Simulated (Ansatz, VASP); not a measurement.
# Two plane-wave programs on Sn

```
CELL_PARAMETERS angstrom
0.00000 3.28446 3.08969
3.28446 0.00000 3.08969
3.28446 3.28446 0.00000
ATOMIC_POSITIONS crystal
Sn 0.00000 0.00000 0.00000
Sn 0.25000 0.25000 0.25000
```

Change from the starting cell: uniaxial_z strain -5.9%.

Alike in both runs: task single point; functional PBE; k mesh 6 × 6 × 6; occupations fermi-dirac, width 0.02 eV; no spin polarisation.

|  | VASP | Ansatz |
| --- | --- | --- |
| version | VASP 6.6.1 | Ansatz 0.2.0 |
| potentials or method | VASP PAW PBE potentials, release 64 (Sn_d) | plane waves, PAW |
| plane-wave cutoff (eV) | 500 | 420 |
| valence electrons in the cell | 28 | 28 |

```csv
,VASP,Ansatz,Ansatz less VASP
pressure (GPa),4.5,4.6,+0.05
"traceless stress, the component that is largest in VASP (GPa)",1.07,1.07,-0.001
```
